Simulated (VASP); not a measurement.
# Li4BH (P-3m1) in VASP: single point with PBE

Aim: the single point of Li4BH with PBE.

Everything below comes from runs of VASP 6.6.1. Logs are shortened: lines on timing, memory, paths and dates and some standing lists are left out, and cuts for length are marked.

### Step 1. The cell of the first run

It takes space group P-3m1 (No. 164, trigonal). The conventional cell has a = 2.682 Å, b = 2.682 Å, c = 11.163 Å, α = 90.00°, β = 90.00°, γ = 120.00°. Li (site symmetry 3m) has 3 B at 2.33 Å and 9 Li at 2.68 to 3.08 Å within 3.1 Å. Within 2.6 Å of Li (site symmetry 3m) lie 3 H at 1.95 Å. B (site symmetry -3m) has 6 Li at 2.33 Å and 6 B at 2.68 Å within 3.1 Å. H (site symmetry -3m) has 6 Li at 1.95 Å within 2.6 Å.

### Step 2. Single point, PBE

INCAR reads:

```
SYSTEM = Li4BH
  PREC = Accurate
  ENCUT = 520
  EDIFF = 1E-7
  ISMEAR = 0
  SIGMA = 0.1
  LREAL = .False.
  LASPH = .True.
  NELM = 100
  ALGO = Normal
  ISIF = 2
  LWAVE = .False.
  LCHARG = .False.
  GGA = PE
  NBANDS = 17
```

KPOINTS reads:

```
Automatic mesh
0
Gamma
  18 18 4
  0 0 0
```

POSCAR reads:

```
Li4BH
1.0
    2.6824364071      0.0000000000      0.0000000000
   -1.3412182036      2.3230580726      0.0000000000
    0.0000000000      0.0000000000     11.1627112327
Li B H
4 1 1
Direct
    0.3333333333      0.6666666667      0.8443858180
    0.6666666667      0.3333333333      0.1556141820
    0.3333333333      0.6666666667      0.3945010910
    0.6666666667      0.3333333333      0.6054989090
    0.0000000000      0.0000000000      0.0000000000
    0.0000000000      0.0000000000      0.5000000000
```

Potentials or basis: VASP PAW PBE potentials, release 64 (Li_sv, B, H).

Launch:

```bash
> cat potpaw_PBE.64/Li_sv/POTCAR potpaw_PBE.64/B/POTCAR potpaw_PBE.64/H/POTCAR > POTCAR
> mpirun -np 1 vasp_std > vasp.out
```

OUTCAR:

```text
SYSTEM = Li4BH
   PREC = Accurate
   ENCUT = 520
   EDIFF = 1E-7
   ISMEAR = 0
   LREAL = .False.
   LASPH = .True.
   NELM = 100
   ISIF = 2
   GGA = PE

 ion  position               nearest neighbor table
   1  0.333  0.667  0.844-   5 2.33   5 2.33   5 2.33
   2  0.667  0.333  0.156-   5 2.33   5 2.33   5 2.33
   3  0.333  0.667  0.395-
   4  0.667  0.333  0.605-
   5  0.000  0.000  0.000-   1 2.33   2 2.33   2 2.33   1 2.33   2 2.33   1 2.33
   6  0.000  0.000  0.500-

  LATTYP: Found a hexagonal cell.
 ALAT       =     2.6824364071
 C/A-ratio  =     4.1614075932

  Lattice vectors:

 A1 = (   2.6824364071,   0.0000000000,   0.0000000000)
 A2 = (  -1.3412182036,   2.3230580726,   0.0000000000)
 A3 = (   0.0000000000,   0.0000000000,  11.1627112327)

Analysis of symmetry for initial positions (statically):
=====================================================================
 Subroutine PRICEL returns:
 Original cell was already a primitive cell.

 Routine SETGRP: Setting up the symmetry group for a
 hexagonal supercell.

 Subroutine GETGRP returns: Found 12 space group operations
 (whereof 12 operations were pure point group operations)
 out of a pool of 24 trial point group operations.

The static configuration has the point symmetry D_3d.

Analysis of symmetry for dynamics (positions and initial velocities):
=====================================================================
 Subroutine PRICEL returns:
 Original cell was already a primitive cell.

 Routine SETGRP: Setting up the symmetry group for a
 hexagonal supercell.

 Subroutine GETGRP returns: Found 12 space group operations
 (whereof 12 operations were pure point group operations)
 out of a pool of 24 trial point group operations.

The dynamic configuration has the point symmetry D_3d.

 Subroutine INISYM returns: Found 12 space group operations
 (whereof 12 operations are pure point group operations),
 and found     1 'primitive' translations

----------------------------------------------------------------------------------------

                                     Primitive cell

  volume of cell :      69.5599

  direct lattice vectors                    reciprocal lattice vectors
[... 90 lines left out ...]
   LNONCOLLINEAR =      F non collinear calculations
   LSORBIT =      F    spin-orbit coupling
   LASPH  =      T    aspherical Exc in radial PAW
   ENCUT  =  520.0 eV  38.22 Ry    6.18 a.u.   4.99  4.99 20.76*2*pi/ulx,y,z
   NELM   =    100;   NELMIN=  2; NELMDL= -5     # of ELM steps
   EDIFF  = 0.1E-06   stopping-criterion for ELM
   LREAL  =      F    real-space projection
   EDIFFG = 0.1E-05   stopping-criterion for IOM
   NSW    =      0    number of steps for IOM
   IBRION =     -1    ionic relax: 0-MD 1-quasi-New 2-CG
   NFREE  =      0    steps in history (QN), initial steepest desc. (CG)
   ISIF   =      2    stress and relaxation
   ISYM   =      2    0-nonsym 1-usesym 2-fastsym
   POTIM  = 0.5000    time-step for ionic-motion
   TEBEG  =    0.0;   TEEND  =   0.0 temperature during run
   PSTRESS=    0.0 pullay stress
   NELECT =      16.0000    total number of electrons
   NUPDOWN=      -1.0000    fix difference up-down
   EMIN   =  10.00;   EMAX   =-10.00  energy-range for DOS
   EFERMI =   0.00;   METHOD = LEGACY
   ISMEAR =     0;   SIGMA  =   0.10  broadening in eV -4-tet -1-fermi 0-gaus
   EFERMI_NEDOS =   21; number of points for ismear=-14 and -15
   IALGO  =     38    algorithm
   IMIX   =      4    mixing-type and parameters
     AMIX     =   0.40;   BMIX     =  1.00
     AMIX_MAG =   1.60;   BMIX_MAG =  1.00
  volume/ion in A,a.u.               =      11.59        78.24
  Fermi-wavevector in a.u.,A,eV,Ry     =   1.003064  1.895515 13.689317  1.006136
  Thomas-Fermi vector in A             =   2.135591
   LORBIT       =      0    0 simple, 1 ext, 2 COOP (PROOUT), +10 PAW based schemes
   GGA     = PE    functional components
   LHFCALC =     F    Hartree Fock is set to
   AEXX    =    0.0000 exact exchange contribution
   IVDW    =     0    specifies the selected vdW correction
   LEPSILON=     F    determine dielectric tensor
   LRPA    =     F    only Hartree local field effects (RPA)
 non-spin polarized calculation
 Gauss-broadening in eV      SIGMA  =   0.10
  energy-cutoff  :      520.00
  volume of cell :       69.56
 maximum number of plane-waves:      1907
   NGX =  9   NGY =  9   NGZ = 41

 number of electron      15.9999978 magnetization

 Free energy of the ion-electron system (eV)
  ---------------------------------------------------
  ext. energy  EPLUGINS =         0.00000000
  ---------------------------------------------------
  free energy    TOTEN  =       -16.21544936 eV

  energy without entropy =      -16.20296354  energy(sigma->0) =      -16.20920645

 E-fermi :   2.0651     XC(G=0):  -8.4488

 val. band max:        2.0626252538   @ k =   0.5000   0.0000   0.5000
 cond. band min:       2.0781573363   @ k =   0.2778   0.2222   0.5000
 fundamental gap:      0.0155320825
 Fermi energy:         2.0650554417

 k-point     1 :       0.0000    0.0000    0.0000
  band No.  band energies     occupation
      1     -44.6878      2.00000
      2     -44.6616      2.00000
      3     -43.2696      2.00000
      4     -43.2687      2.00000
      5      -6.7475      2.00000
      6      -5.5677      2.00000
[... 457 lines left out ...]
      4     -43.2164      2.00000
      5      -2.4421      2.00000
      6      -2.2993      2.00000
[... 9 lines left out ...]
     16       9.3584      0.00000
     17      10.9453      0.00000

 [... further k-points ...]
[... 5 lines left out ...]
  --------------------------------------------------------------------------------------
  -------------------------------------------------------------------------------------
  Total       -0.0395244     -0.0395244     -0.0413351      0.0000000      0.0000000      0.0000000
  in kB       -0.9103681     -0.9103681     -0.9520725      0.0000000      0.0000000      0.0000000
  external PRESSURE =      -0.9242695 kB  Pullay stress =       0.0000000 kB

 VOLUME and BASIS-vectors are now :
 -----------------------------------------------------------------------------
  energy-cutoff  :      520.00
  volume of cell :       69.56
      direct lattice vectors                 reciprocal lattice vectors
     2.682436407  0.000000000  0.000000000     0.372795417  0.215233535  0.000000000
    -1.341218204  2.323058073  0.000000000     0.000000000  0.430467069  0.000000000
     0.000000000  0.000000000 11.162711233     0.000000000  0.000000000  0.089583971

 POSITION                                       TOTAL-FORCE (eV/Angst)
 -----------------------------------------------------------------------------------
     -0.00000      1.54871      9.42564         0.000000      0.000000      0.000285
      1.34122      0.77435      1.73708         0.000000      0.000000     -0.000285
     -0.00000      1.54871      4.40370         0.000000     -0.000000      0.002952
      1.34122      0.77435      6.75901        -0.000000      0.000000     -0.002952
      0.00000      0.00000      0.00000        -0.000000      0.000000      0.000000
      0.00000      0.00000      5.58136        -0.000000      0.000000      0.000000
 -----------------------------------------------------------------------------------
    total drift:                               -0.000000      0.000000      0.000000

  FREE ENERGIE OF THE ION-ELECTRON SYSTEM (eV)
  ---------------------------------------------------
  free  energy   TOTEN  =       -16.2154493561 eV

  energy  without entropy=      -16.2029635388  energy(sigma->0) =      -16.20920645
```

stdout:

```text
POSCAR found type information on POSCAR LiB H
 POSCAR found :  3 types and       6 ions
 scaLAPACK will be used
 LDA part: xc-table for (Slater+PW92), standard interpolation
 POSCAR, INCAR and KPOINTS ok, starting setup
 FFT: planning ... GRIDC
 FFT: planning ... GRID_SOFT
 FFT: planning ... GRID
 WAVECAR not read
 entering main loop
```

It took 2.1 min on 1 thread of AMD EPYC 7R43 (Zen 3), shared host; peak memory 0.23 GiB.

What came out:

* Free energy: -16.2154 eV
* Band gap on the k mesh: zero (band 8 reaches 2.76 eV, above the bottom of band 9 at 0.27 eV)

Forces in eV/Å, atoms in the order of the input:
```
Li   0.000  0.000  0.000
Li   0.000  0.000  0.000
Li   0.000  0.000  0.003
Li   0.000  0.000 -0.003
B    0.000  0.000  0.000
H    0.000  0.000  0.000
```

Caveat: the cutoff is under 1.25 times the usual one of these potentials, so pressure, stress and relaxed cells hold a basis-set (Pulay) error.
